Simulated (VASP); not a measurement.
# Si11Ge5 (P1) in VASP: notebook

The runs below take Si11Ge5 through single point, relaxation of volume and atoms at fixed shape, with PBEsol.

Everything below comes from runs of VASP 6.6.1. Logs are shortened: lines on timing, memory, paths and dates and some standing lists are left out, and cuts for length are marked.

### Step 1. The cell of the first run

The typed cell holds 64 atoms: a = 11.003 Å, b = 11.003 Å, c = 11.003 Å, α = 90.00°, β = 90.00°, γ = 90.00°.

### Step 2. Single point, PBEsol

INCAR reads:

```
ALGO = Normal ; EDIFF = 1E-6
ENCUT = 550 ; GGA = PS
GGA_COMPAT = False ; ISIF = 2
ISMEAR = -1 ; ISYM = -1
LASPH = True ; LCHARG = False
LREAL = Auto ; LWAVE = False
NBANDS = 266 ; NELM = 120
PREC = Accurate ; SIGMA = 0.05
```

KPOINTS reads:

```
explicit points
1
Reciprocal
  0.25000000   0.25000000   0.25000000 1
```

POSCAR reads:

```
Si11Ge5
1.0
   11.0031036341      0.0000000000      0.0000000000
    0.0000000000     11.0031036341      0.0000000000
    0.0000000000      0.0000000000     11.0031036341
Ge Si
20 44
Direct
    0.0030280000      0.0039070000      0.0044090000
    0.0025520000      0.9977950000      0.4961280000
    0.4998740000      0.4994450000      0.9997050000
    0.1294690000      0.1273300000      0.6222660000
    0.2530530000      0.7478210000      0.0033460000
    0.7445150000      0.2514250000      0.4987700000
    0.7452310000      0.7497360000      0.9998840000
    0.8742240000      0.3803090000      0.6231660000
    0.8766810000      0.8725640000      0.1278560000
    0.8709880000      0.8716080000      0.6209180000
    0.2577470000      0.0011720000      0.7500710000
    0.7448100000      0.9999160000      0.2498870000
    0.7437660000      0.9998230000      0.7496550000
    0.8764390000      0.1284370000      0.3714300000
    0.8718470000      0.1276520000      0.8776980000
    0.8735020000      0.6202620000      0.8752590000
    0.0010020000      0.2529600000      0.7503780000
    0.0017160000      0.7462440000      0.7470030000
    0.1295600000      0.3786660000      0.8790810000
    0.1267530000      0.8754950000      0.8751210000
    0.0000650000      0.5002000000      0.0048290000
    0.0021020000      0.5024120000      0.4969070000
    0.4993900000      0.0014130000      0.0006240000
    0.4983450000      0.9990590000      0.4989310000
    0.4987040000      0.5008760000      0.4988380000
    0.1299450000      0.1288340000      0.1287150000
    0.1249520000      0.6225650000      0.1286080000
    0.1288430000      0.6232290000      0.6209050000
    0.6222360000      0.1280150000      0.1233640000
    0.6185040000      0.1251830000      0.6240750000
    0.6239460000      0.6250720000      0.1291980000
    0.6234130000      0.6242310000      0.6241690000
    0.2537750000      0.2496280000      0.0028430000
    0.2533660000      0.2535910000      0.4964970000
    0.2516580000      0.7494730000      0.4984370000
    0.7472310000      0.2538940000      0.0024360000
    0.7457850000      0.7455980000      0.4962590000
    0.3741160000      0.3745300000      0.1274890000
    0.3762060000      0.3760620000      0.6241540000
    0.3778820000      0.8777730000      0.1276130000
    0.3774210000      0.8727090000      0.6220040000
    0.8747130000      0.3761170000      0.1261080000
    0.2518710000      0.0005740000      0.2507970000
    0.2506330000      0.4995430000      0.2509690000
    0.2528730000      0.5016340000      0.7472430000
    0.7500610000      0.5002780000      0.2504310000
    0.7452830000      0.4998300000      0.7488190000
    0.3761740000      0.1257200000      0.3747500000
    0.3786930000      0.1285520000      0.8781060000
    0.3748200000      0.6253300000      0.3746320000
    0.3761280000      0.6252290000      0.8713450000
    0.8752340000      0.6245650000      0.3746300000
    0.0031680000      0.2543450000      0.2479100000
    0.0023190000      0.7468690000      0.2527600000
    0.4988730000      0.2502540000      0.2495340000
    0.4989850000      0.2511720000      0.7497840000
    0.4988490000      0.7499470000      0.2510980000
    0.4995790000      0.7492400000      0.7474740000
    0.1263440000      0.3769460000      0.3744900000
    0.1290510000      0.8723230000      0.3721620000
    0.6214880000      0.3780610000      0.3722800000
    0.6253670000      0.3739090000      0.8732230000
    0.6216470000      0.8731940000      0.3766500000
    0.6182340000      0.8747590000      0.8749560000
```

Potentials or basis: VASP PAW PBE potentials, release 64 (Ge_d, Si).

Command:

```sh
cat potpaw_PBE.64/Ge_d/POTCAR potpaw_PBE.64/Si/POTCAR > POTCAR
mpirun -np 1 vasp_std > vasp.out
```

OUTCAR:

```text
EDIFF = 1E-6
   ENCUT = 550
   GGA = PS
   ISIF = 2
   ISMEAR = -1
   ISYM = -1
   LASPH = True
   LREAL = Auto
   NELM = 120
   PREC = Accurate

 ion  position               nearest neighbor table
   1  0.003  0.004  0.004-  26 2.39   9 2.42  20 2.42  15 2.43
   2  0.003  0.998  0.496-  60 2.39  14 2.42   4 2.43  10 2.43
   3  0.500  0.499  1.000-  62 2.40  51 2.40  38 2.40  31 2.41
   4  0.129  0.127  0.622-  34 2.39  17 2.43  11 2.43   2 2.43
   5  0.253  0.748  0.003-  51 2.40  27 2.41  40 2.41  20 2.43
   6  0.745  0.251  0.499-  61 2.39  30 2.40  14 2.43   8 2.43
[... 56 lines left out ...]
  63  0.622  0.873  0.377-  37 2.36  24 2.36  57 2.36  12 2.39
  64  0.618  0.875  0.875-  23 2.36  58 2.36  13 2.39   7 2.39

IMPORTANT INFORMATION: All symmetrisations will be switched off!
NOSYMM: (Re-)initialisation of all symmetry stuff for point group C_1.

----------------------------------------------------------------------------------------

                                     Primitive cell

  volume of cell :    1332.1269

  direct lattice vectors                    reciprocal lattice vectors
    11.003103634  0.000000000  0.000000000     0.090883448  0.000000000  0.000000000
     0.000000000 11.003103634  0.000000000     0.000000000  0.090883448  0.000000000
     0.000000000  0.000000000 11.003103634     0.000000000  0.000000000  0.090883448

  length of vectors
    11.003103634 11.003103634 11.003103634     0.090883448  0.090883448  0.090883448

  position of ions in fractional coordinates (direct lattice)
     0.003028000  0.003907000  0.004409000
     0.002552000  0.997795000  0.496128000
     0.499874000  0.499445000  0.999705000
     0.129469000  0.127330000  0.622266000
     0.253053000  0.747821000  0.003346000
     0.744515000  0.251425000  0.498770000
[... 56 lines left out ...]
     0.621647000  0.873194000  0.376650000
     0.618234000  0.874759000  0.874956000

  ion indices of the primitive-cell ions
   primitive index   ion index
                 1           1
                 2           2
                 3           3
                 4           4
                 5           5
                 6           6
[... 56 lines left out ...]
                63          63
                64          64

----------------------------------------------------------------------------------------

 KPOINTS: explicit points

Read explicit list of k-points.

 Found      1 k-points:

 Following reciprocal coordinates:
            Coordinates               Weight
  0.250000  0.250000  0.250000      1.000000
   k-points           NKPTS =      1   k-points in BZ     NKDIM =      1   number of bands    NBANDS=    266
   number of dos      NEDOS =    301   number of ions     NIONS =     64
   total plane-waves  NPLWV = 592704
   dimension x,y,z NGX =    84 NGY =   84 NGZ =   84
   dimension x,y,z NGXF=   168 NGYF=  168 NGZF=  168
   ions per type =              20  44
   NGX,Y,Z   is equivalent  to a cutoff of  12.69, 12.69, 12.69 a.u.
   NGXF,Y,Z  is equivalent  to a cutoff of  25.38, 25.38, 25.38 a.u.
 SYSTEM =  unknown system
   PREC   = accura    normal or accurate (medium, high low for compatibility)
   ISTART =      0    job   : 0-new  1-cont  2-samecut
   ICHARG =      2    charge: 1-file 2-atom 10-const
   ISPIN  =      1    spin polarized calculation?
   LNONCOLLINEAR =      F non collinear calculations
   LSORBIT =      F    spin-orbit coupling
   LASPH  =      T    aspherical Exc in radial PAW
   ENCUT  =  550.0 eV  40.42 Ry    6.36 a.u.  21.04 21.04 21.04*2*pi/ulx,y,z
   NELM   =    120;   NELMIN=  2; NELMDL= -5     # of ELM steps
   EDIFF  = 0.1E-05   stopping-criterion for ELM
   LREAL  =      T    real-space projection
   EDIFFG = 0.1E-04   stopping-criterion for IOM
   NSW    =      0    number of steps for IOM
   IBRION =     -1    ionic relax: 0-MD 1-quasi-New 2-CG
   NFREE  =      0    steps in history (QN), initial steepest desc. (CG)
   ISIF   =      2    stress and relaxation
   ISYM   =     -1    0-nonsym 1-usesym 2-fastsym
[... 1 lines left out ...]
   TEBEG  =    0.0;   TEEND  =   0.0 temperature during run
   PSTRESS=    0.0 pullay stress
   NELECT =     456.0000    total number of electrons
   NUPDOWN=      -1.0000    fix difference up-down
   EMIN   =  10.00;   EMAX   =-10.00  energy-range for DOS
   EFERMI =   0.00;   METHOD = LEGACY
   ISMEAR =    -1;   SIGMA  =   0.05  broadening in eV -4-tet -1-fermi 0-gaus
   EFERMI_NEDOS =   21; number of points for ismear=-14 and -15
   IALGO  =     38    algorithm
   IMIX   =      4    mixing-type and parameters
     AMIX     =   0.40;   BMIX     =  1.00
     AMIX_MAG =   1.60;   BMIX_MAG =  1.00
  volume/ion in A,a.u.               =      20.81       140.46
  Fermi-wavevector in a.u.,A,eV,Ry     =   1.145200  2.164114 17.843802  1.311482
  Thomas-Fermi vector in A             =   2.281889
   LORBIT       =      0    0 simple, 1 ext, 2 COOP (PROOUT), +10 PAW based schemes
   GGA     = PS    functional components
   LHFCALC =     F    Hartree Fock is set to
   AEXX    =    0.0000 exact exchange contribution
   IVDW    =     0    specifies the selected vdW correction
   LEPSILON=     F    determine dielectric tensor
   LRPA    =     F    only Hartree local field effects (RPA)
 non-spin polarized calculation
  energy-cutoff  :      550.00
  volume of cell :     1332.13
 maximum number of plane-waves:     39057
 NGX is ok and might be reduce to    84
   NGX = 43   NGY = 43   NGZ = 43

 number of electron     456.0000027 magnetization

 Free energy of the ion-electron system (eV)
  ---------------------------------------------------
  ext. energy  EPLUGINS =         0.00000000
  ---------------------------------------------------
  free energy    TOTEN  =      -350.95470200 eV

  energy without entropy =     -350.95451060  energy(sigma->0) =     -350.95460630

 E-fermi :   5.6947     XC(G=0):  -9.7575

 val. band max:        5.1974817822   @ k =   0.2500   0.2500   0.2500
 cond. band min:       6.1936186700   @ k =   0.2500   0.2500   0.2500
 fundamental gap:      0.9961368878
 Fermi energy:         5.6947314044

 k-point     1 :       0.2500    0.2500    0.2500
  band No.  band energies     occupation
      1     -18.9688      2.00000
      2     -18.9630      2.00000
      3     -18.9588      2.00000
      4     -18.9555      2.00000
      5     -18.9545      2.00000
      6     -18.9497      2.00000
[... 232 lines left out ...]
    239       7.2567      0.00000
    240       7.2759      0.00000
 [bands above 240 left out]

------------------------ aborting loop because EDIFF is reached ----------------------------------------

  FORCE on cell =-STRESS in cart. coord.  units (eV):
  Direction    XX          YY          ZZ          XY          YZ          ZX
  --------------------------------------------------------------------------------------
  -------------------------------------------------------------------------------------
  Total        0.3219797      0.2742775      0.2730884     -9.1857165     -9.2528324     -9.2844077
  in kB        0.3872518      0.3298793      0.3284492    -11.0478562    -11.1285779    -11.1665541
  external PRESSURE =       0.3485268 kB  Pullay stress =       0.0000000 kB

 VOLUME and BASIS-vectors are now :
 -----------------------------------------------------------------------------
  energy-cutoff  :      550.00
  volume of cell :     1332.13
      direct lattice vectors                 reciprocal lattice vectors
    11.003103634  0.000000000  0.000000000     0.090883448  0.000000000  0.000000000
     0.000000000 11.003103634  0.000000000     0.000000000  0.090883448  0.000000000
     0.000000000  0.000000000 11.003103634     0.000000000  0.000000000  0.090883448

 POSITION                                       TOTAL-FORCE (eV/Angst)
 -----------------------------------------------------------------------------------
      0.03332      0.04299      0.04851         0.004712      0.003266      0.002628
      0.02808     10.97884      5.45895         0.011013      0.001845     -0.005286
      5.50017      5.49545     10.99986        -0.004911      0.008911      0.008171
      1.42456      1.40103      6.84686         0.005787      0.003617     -0.004798
      2.78437      8.22835      0.03682         0.004734     -0.002803     -0.000050
      8.19198      2.76646      5.48802        -0.003080     -0.000489      0.001012
[... 56 lines left out ...]
      6.84005      9.60784      4.14432        -0.008049     -0.001130      0.001990
      6.80249      9.62506      9.62723         0.013767     -0.003516      0.003907
 -----------------------------------------------------------------------------------
    total drift:                               -0.004841      0.000214      0.011792

  FREE ENERGIE OF THE ION-ELECTRON SYSTEM (eV)
  ---------------------------------------------------
  free  energy   TOTEN  =      -350.9547020000 eV

  energy  without entropy=     -350.9545106046  energy(sigma->0) =     -350.95460630
```

Wall time 12 min (1 thread of Intel Xeon Platinum 8488C (Sapphire Rapids), shared host); peak memory 1.2 GiB.

What came out:

* Free energy: -350.9547 eV
* Pressure: 0.0 GPa
* Largest force: 0.024 eV/Å
* Band gap on the k mesh: 1.00 eV

Forces on the atoms (eV/Å):
```
Ge   0.005  0.003  0.003
Ge   0.011  0.002 -0.005
Ge  -0.005  0.009  0.008
Ge   0.006  0.004 -0.005
Ge   0.005 -0.003  0.000
Ge  -0.003  0.000  0.001
Ge  -0.015  0.005  0.001
Ge   0.000  0.009  0.004
Ge  -0.001 -0.004  0.005
Ge  -0.014  0.011  0.006
Ge  -0.012  0.011 -0.018
Ge  -0.004  0.009 -0.008
Ge   0.003 -0.014 -0.010
Ge  -0.003 -0.012  0.002
Ge  -0.011  0.005  0.002
Ge  -0.004 -0.010 -0.001
Ge  -0.003  0.004  0.001
Ge   0.006 -0.005  0.000
Ge   0.009 -0.001 -0.008
Ge   0.008 -0.018  0.006
Si   0.010 -0.010 -0.002
Si   0.005  0.004  0.004
Si  -0.006 -0.003  0.004
Si   0.000  0.007 -0.016
Si   0.001  0.000  0.000
Si   0.012 -0.008  0.007
Si   0.003  0.012 -0.009
Si   0.003 -0.004  0.010
Si  -0.012 -0.009  0.006
Si   0.013  0.008 -0.003
Si  -0.002 -0.003 -0.005
Si  -0.003  0.020 -0.001
Si  -0.008  0.016  0.002
Si   0.001  0.004  0.008
Si  -0.007  0.009 -0.010
Si   0.020 -0.004 -0.001
Si   0.013 -0.005  0.002
Si   0.003 -0.003 -0.012
Si   0.000 -0.006  0.005
Si  -0.002  0.001 -0.003
Si   0.005 -0.007  0.011
Si  -0.009  0.004 -0.001
Si  -0.004  0.004 -0.005
Si  -0.002  0.010 -0.011
Si  -0.007 -0.002  0.000
Si   0.000 -0.002  0.001
Si   0.007 -0.005 -0.009
Si   0.000 -0.014  0.002
Si   0.008 -0.007  0.004
Si   0.006 -0.019  0.002
Si  -0.005 -0.013  0.014
Si  -0.013  0.003 -0.001
Si  -0.003 -0.002 -0.003
Si   0.005  0.003 -0.003
Si   0.000  0.013  0.006
Si  -0.015  0.003  0.002
Si   0.003  0.012 -0.002
Si   0.000  0.008  0.001
Si   0.001 -0.005  0.011
Si  -0.001 -0.002  0.006
Si   0.008 -0.014 -0.009
Si  -0.012  0.005  0.007
Si  -0.008 -0.001  0.002
Si   0.014 -0.004  0.004
```

Levels at points of the mesh, in eV from the valence-band top:
| k point | band 224 | band 225 | band 226 | band 227 | band 228 | band 229 | band 230 | band 231 | band 232 | band 233 |
| --- | --- | --- | --- | --- | --- | --- | --- | --- | --- | --- |
| (0.25, 0.25, 0.25) | -0.57 | -0.54 | -0.46 | -0.01 | 0.00 | 1.00 | 1.02 | 1.07 | 1.40 | 1.44 |

Caveat: the PAW data sets were made with another functional, which shifts forces and pressure a little; a shifted mesh leaves out Γ, where band edges can lie. A k mesh can miss the band edges.

(Continued in part 2 of 2.)
